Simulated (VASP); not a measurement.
# SiO2 (rutile type) (P4_2/mnm) in VASP: a series of runs

SiO2 (rutile type) is run at these levels: r2SCAN; tasks: relaxation of shape and atoms at fixed volume, single point.

Everything below comes from runs of VASP 6.6.1. Logs are shortened: lines on timing, memory, paths and dates and some standing lists are left out, and cuts for length are marked.

**1. The cell of the first run**

Symmetry: P4_2/mnm, No. 136, tetragonal system. Conventional cell: a = 4.100 Å, b = 4.100 Å, c = 2.614 Å, α = 90.00°, β = 90.00°, γ = 90.00°. Within 2.3 Å of Si (site symmetry mmm) lie 6 O at 1.72 to 1.77 Å. Within 2.3 Å of O (site symmetry m2m) lie 3 Si at 1.72 to 1.77 Å and 1 O at 2.25 Å.

**2. Relaxation of shape and atoms at fixed volume, r2SCAN**

The input, POSCAR:

```
SiO2
1.0
    4.0997064209      0.0000000000      0.0000000000
    0.0000000000      4.0997064209      0.0000000000
    0.0000000000      0.0000000000      2.6143843615
Si O
2 4
Direct
    0.0000000000      0.0000000000      0.0000000000
    0.5000000000      0.5000000000      0.5000000000
    0.3060968949      0.3060968949      0.0000000000
    0.6939031051      0.6939031051      0.0000000000
    0.8060968949      0.1939031051      0.5000000000
    0.1939031051      0.8060968949      0.5000000000
```

The input, INCAR.step1:

```
SYSTEM = SiO2
PREC = Accurate
ENCUT = 600
ISMEAR = -1
SIGMA = 0.08
LREAL = .False.
LASPH = .True.
NELM = 60
GGA = PE
ALGO = Normal
EDIFF = 1E-4
LWAVE = .True.
LCHARG = .False.
```

The input, INCAR.step2:

```
SYSTEM = SiO2
PREC = Accurate
ENCUT = 600
EDIFF = 1E-6
ISMEAR = -1
SIGMA = 0.08
LREAL = .False.
LASPH = .True.
NELM = 60
ALGO = Normal
ISIF = 4
LWAVE = .False.
LCHARG = .False.
METAGGA = R2SCAN
LMIXTAU = .True.
IBRION = 2
NSW = 50
EDIFFG = -0.005
ISTART = 1
```

The input, KPOINTS:

```
Automatic mesh
0
Gamma
  8 8 11
  0 0 0
```

Potentials or basis: VASP PAW PBE potentials, release 64 (Si, O).

Command:

```
$ cat potpaw_PBE.64/Si/POTCAR potpaw_PBE.64/O/POTCAR > POTCAR
$ cp INCAR.step1 INCAR
$ mpirun -np 1 vasp_std > vasp.out
$ cp INCAR.step2 INCAR
$ mpirun -np 1 vasp_std > vasp.out
```

OUTCAR:

```text
SYSTEM = SiO2
   PREC = Accurate
   ENCUT = 600
   EDIFF = 1E-6
   ISMEAR = -1
   LREAL = .False.
   LASPH = .True.
   NELM = 60
   ISIF = 4
   METAGGA = R2SCAN
   IBRION = 2
   NSW = 50
   EDIFFG = -0.005
   ISTART = 1

 ion  position               nearest neighbor table
   1  0.000  0.000  0.000-   5 1.72   6 1.72   5 1.72   6 1.72   3 1.77   4 1.77
   2  0.500  0.500  0.500-   3 1.72   4 1.72   3 1.72   4 1.72   5 1.77   6 1.77
   3  0.306  0.306  0.000-   2 1.72   2 1.72   1 1.77
   4  0.694  0.694  0.000-   2 1.72   2 1.72   1 1.77
   5  0.806  0.194  0.500-   1 1.72   1 1.72   2 1.77
   6  0.194  0.806  0.500-   1 1.72   1 1.72   2 1.77

  LATTYP: Found a simple tetragonal cell.
 ALAT       =     4.0997064209
 C/A-ratio  =     0.6377003846

  Lattice vectors:

 A1 = (   4.0997064209,   0.0000000000,   0.0000000000)
 A2 = (   0.0000000000,   4.0997064209,   0.0000000000)
 A3 = (   0.0000000000,   0.0000000000,   2.6143843615)

Analysis of symmetry for initial positions (statically):
=====================================================================
 Subroutine PRICEL returns:
 Original cell was already a primitive cell.

 Routine SETGRP: Setting up the symmetry group for a
 simple tetragonal supercell.

 Subroutine GETGRP returns: Found 16 space group operations
 (whereof  8 operations were pure point group operations)
 out of a pool of 16 trial point group operations.

The static configuration has the point symmetry D_2h.
 The point group associated with its full space group is D_4h.

Analysis of symmetry for dynamics (positions and initial velocities):
=====================================================================
 Subroutine PRICEL returns:
 Original cell was already a primitive cell.

 Routine SETGRP: Setting up the symmetry group for a
 simple tetragonal supercell.

 Subroutine GETGRP returns: Found 16 space group operations
 (whereof  8 operations were pure point group operations)
 out of a pool of 16 trial point group operations.

The dynamic configuration has the point symmetry D_2h.
 The point group associated with its full space group is D_4h.

 Subroutine INISYM returns: Found 16 space group operations
 (whereof  8 operations are pure point group operations),
 and found     1 'primitive' translations

----------------------------------------------------------------------------------------

                                     Primitive cell

  volume of cell :      43.9415

  direct lattice vectors                    reciprocal lattice vectors
     4.099706421  0.000000000  0.000000000     0.243919905  0.000000000  0.000000000
     0.000000000  4.099706421  0.000000000     0.000000000  0.243919905  0.000000000
     0.000000000  0.000000000  2.614384361     0.000000000  0.000000000  0.382499228

  length of vectors
     4.099706421  4.099706421  2.614384361     0.243919905  0.243919905  0.382499228

  position of ions in fractional coordinates (direct lattice)
     0.000000000  0.000000000  0.000000000
     0.500000000  0.500000000  0.500000000
     0.306096895  0.306096895  0.000000000
     0.693903105  0.693903105  0.000000000
     0.806096895  0.193903105  0.500000000
     0.193903105  0.806096895  0.500000000

  ion indices of the primitive-cell ions
   primitive index   ion index
                 1           1
                 2           2
                 3           3
                 4           4
                 5           5
                 6           6

----------------------------------------------------------------------------------------

 KPOINTS: Automatic mesh

Automatic generation of k-mesh.
 Grid dimensions read from file:
 generate k-points for:    8    8   11

 Generating k-lattice:

  Cartesian coordinates                     Fractional coordinates (reciprocal lattice)
     0.030489988  0.000000000  0.000000000     0.125000000  0.000000000  0.000000000
     0.000000000  0.030489988  0.000000000     0.000000000  0.125000000  0.000000000
     0.000000000  0.000000000  0.034772657     0.000000000  0.000000000  0.090909091

  Length of vectors
     0.030489988  0.030489988  0.034772657

  Shift w.r.t. Gamma in fractional coordinates (k-lattice)
     0.000000000  0.000000000  0.000000000

 Subroutine IBZKPT returns following result:
 ===========================================

 Found     90 irreducible k-points:

 Following reciprocal coordinates:
            Coordinates               Weight
  0.000000  0.000000  0.000000      1.000000
  0.125000  0.000000  0.000000      4.000000
  0.250000  0.000000  0.000000      4.000000
  0.375000  0.000000  0.000000      4.000000
  0.500000  0.000000  0.000000      2.000000
  0.125000  0.125000  0.000000      4.000000
[... 16 lines left out ...]
  0.375000  0.125000  0.090909     16.000000
  0.500000  0.125000  0.090909      8.000000
 [... further k-points ...]
   k-points           NKPTS =     90   k-points in BZ     NKDIM =     90   number of bands    NBANDS=     20
   number of dos      NEDOS =    301   number of ions     NIONS =      6
   total plane-waves  NPLWV =  31104
   dimension x,y,z NGX =    36 NGY =   36 NGZ =   24
   dimension x,y,z NGXF=    72 NGYF=   72 NGZF=   48
   ions per type =               2   4
   NGX,Y,Z   is equivalent  to a cutoff of  14.60, 14.60, 15.26 a.u.
   NGXF,Y,Z  is equivalent  to a cutoff of  29.20, 29.20, 30.52 a.u.
 SYSTEM =  SiO2
   PREC   = accura    normal or accurate (medium, high low for compatibility)
   ISTART =      1    job   : 0-new  1-cont  2-samecut
   ICHARG =      0    charge: 1-file 2-atom 10-const
   ISPIN  =      1    spin polarized calculation?
   LNONCOLLINEAR =      F non collinear calculations
   LSORBIT =      F    spin-orbit coupling
   LASPH  =      T    aspherical Exc in radial PAW
   ENCUT  =  600.0 eV  44.10 Ry    6.64 a.u.   8.19  8.19  5.22*2*pi/ulx,y,z
   NELM   =     60;   NELMIN=  2; NELMDL=  0     # of ELM steps
   EDIFF  = 0.1E-05   stopping-criterion for ELM
   LREAL  =      F    real-space projection
   EDIFFG = -.5E-02   stopping-criterion for IOM
   NSW    =     50    number of steps for IOM
   IBRION =      2    ionic relax: 0-MD 1-quasi-New 2-CG
   NFREE  =      1    steps in history (QN), initial steepest desc. (CG)
   ISIF   =      4    stress and relaxation
   ISYM   =      2    0-nonsym 1-usesym 2-fastsym
   POTIM  = 0.5000    time-step for ionic-motion
   TEBEG  =    0.0;   TEEND  =   0.0 temperature during run
   PSTRESS=    0.0 pullay stress
   NELECT =      32.0000    total number of electrons
   NUPDOWN=      -1.0000    fix difference up-down
   EMIN   =  10.00;   EMAX   =-10.00  energy-range for DOS
   EFERMI =   0.00;   METHOD = LEGACY
   ISMEAR =    -1;   SIGMA  =   0.08  broadening in eV -4-tet -1-fermi 0-gaus
   EFERMI_NEDOS =   21; number of points for ismear=-14 and -15
   IALGO  =     38    algorithm
   IMIX   =      4    mixing-type and parameters
     AMIX     =   0.40;   BMIX     =  1.00
     AMIX_MAG =   1.60;   BMIX_MAG =  1.00
  volume/ion in A,a.u.               =       7.32        49.42
  Fermi-wavevector in a.u.,A,eV,Ry     =   1.472877  2.783334 29.516029  2.169367
  Thomas-Fermi vector in A             =   2.587838
   LORBIT       =      0    0 simple, 1 ext, 2 COOP (PROOUT), +10 PAW based schemes
   METAGGA = R2SCAN    functional components
   LHFCALC =     F    Hartree Fock is set to
   AEXX    =    0.0000 exact exchange contribution
   IVDW    =     0    specifies the selected vdW correction
   LEPSILON=     F    determine dielectric tensor
   LRPA    =     F    only Hartree local field effects (RPA)
 conjugate gradient relaxation of ions
 non-spin polarized calculation
  energy-cutoff  :      600.00
  volume of cell :       43.94
 maximum number of plane-waves:      1488
 NGX is ok and might be reduce to    36
   NGX = 17   NGY = 17   NGZ = 11

--------------------------------------- Ionic step        1  -------------------------------------------

 number of electron      31.9999997 magnetization

 Free energy of the ion-electron system (eV)
  ---------------------------------------------------
  ext. energy  EPLUGINS =         0.00000000
  ---------------------------------------------------
  free energy    TOTEN  =       -58.59329982 eV

  energy without entropy =      -58.59329982  energy(sigma->0) =      -58.59329982

------------------------ aborting loop because EDIFF is reached ----------------------------------------

  FORCE on cell =-STRESS in cart. coord.  units (eV):
  Direction    XX          YY          ZZ          XY          YZ          ZX
  --------------------------------------------------------------------------------------
  -------------------------------------------------------------------------------------
  Total        5.9700470      5.9700470      7.6108385     -0.0000000      0.0000000      0.0000000
  in kB      217.6774198    217.6774198    277.5032897     -0.0000000      0.0000000      0.0000000
  external PRESSURE =     237.6193765 kB  Pullay stress =       0.0000000 kB
[... 145 lines left out ...]
  energy  without entropy=      -58.6128250044  energy(sigma->0) =      -58.61282500

--------------------------------------- Ionic step        5  -------------------------------------------

 number of electron      31.9999998 magnetization

 Free energy of the ion-electron system (eV)
  ---------------------------------------------------
  ext. energy  EPLUGINS =         0.00000000
  ---------------------------------------------------
  free energy    TOTEN  =       -58.61296729 eV

  energy without entropy =      -58.61296729  energy(sigma->0) =      -58.61296729

 E-fermi :  10.2687     XC(G=0): -13.2136

 val. band max:        8.7083468740   @ k =   0.0000   0.0000   0.0000
 cond. band min:      16.2751976763   @ k =   0.0000   0.0000   0.0000
 fundamental gap:      7.5668508023
 Fermi energy:        10.2686992082

 k-point     1 :       0.0000    0.0000    0.0000
  band No.  band energies     occupation
      1     -15.4937      2.00000
      2     -11.6035      2.00000
      3     -11.6035      2.00000
      4     -11.1523      2.00000
      5      -2.8816      2.00000
      6       1.7878      2.00000
[... 12 lines left out ...]
     19      18.4911      0.00000
[... 513 lines left out ...]
      4     -11.1057      2.00000
      5      -0.9415      2.00000
      6      -0.9415      2.00000
[... 12 lines left out ...]
     19      19.7403      0.00000
     20      19.7403      0.00000

 [... further k-points ...]

------------------------ aborting loop because EDIFF is reached ----------------------------------------

  FORCE on cell =-STRESS in cart. coord.  units (eV):
  Direction    XX          YY          ZZ          XY          YZ          ZX
  --------------------------------------------------------------------------------------
  -------------------------------------------------------------------------------------
  Total        5.9852783      5.9852783      5.9865775      0.0000000      0.0000000      0.0000000
  in kB      218.2327772    218.2327772    218.2801467      0.0000000      0.0000000      0.0000000
  external PRESSURE =     218.2485670 kB  Pullay stress =       0.0000000 kB
[... 21 lines left out ...]
  FREE ENERGIE OF THE ION-ELECTRON SYSTEM (eV)
  ---------------------------------------------------
  free  energy   TOTEN  =       -58.6129672859 eV

  energy  without entropy=      -58.6129672858  energy(sigma->0) =      -58.61296729

 reached required accuracy - stopping structural energy minimisation
```

It took 7.6 min on 1 thread of Intel Xeon 6975P-C (Granite Rapids), shared host; peak memory 0.22 GiB.

What came out:

```yaml
Free_energy: -58.6130 eV
Energy_gained_by_relaxing: 3.3 meV/atom
Ionic_steps: 5
Pressure_after_relaxing: 21.8 GPa
Band_gap_on_the_k_mesh: 7.57 eV
```

Step by step:
| step | energy change (eV) | largest force (eV/Å) | pressure (GPa) | volume (Å³) |
| --- | --- | --- | --- | --- |
| 1 | 0.0000 | 0.4892 | 23.76 | 43.94 |
| 2 | -0.0114 | 0.4005 | 20.97 | 43.94 |
| 3 | -0.0186 | 0.0618 | 21.88 | 43.94 |
| 4 | -0.0195 | 0.0228 | 21.81 | 43.94 |
| 5 | -0.0197 | 0.0009 | 21.82 | 43.94 |

Final structure:
```yaml
crystal:
  lattice:
    - [4.08307, 0.00000, 0.00000]
    - [0.00000, 4.08307, 0.00000]
    - [0.00000, 0.00000, 2.63574]
  atoms:
    - { symbol: Si, position: [0.00000, 0.00000, 0.00000] }
    - { symbol: Si, position: [0.50000, 0.50000, 0.50000] }
    - { symbol: O, position: [0.30380, 0.30380, 0.00000] }
    - { symbol: O, position: [0.69620, 0.69620, 0.00000] }
    - { symbol: O, position: [0.80380, 0.19620, 0.50000] }
    - { symbol: O, position: [0.19620, 0.80380, 0.50000] }
```

Levels at points of the mesh, in eV from the valence-band top:
```csv
k point,band 14,band 15,band 16,band 17,band 18,band 19
"(0.00, 0.00, 0.00)",-0.94,-0.94,0.00,7.57,7.73,9.78
"(0.50, 0.00, 0.00)",-2.87,-1.12,-1.12,9.41,9.41,10.41
"(0.50, 0.50, 0.00)",-2.98,-2.52,-2.52,9.11,9.11,11.56
```

Caveat: the PAW data sets were made with another functional, which shifts forces and pressure a little. A k mesh can miss the band edges.

(Part 1 of 2 ends here.)
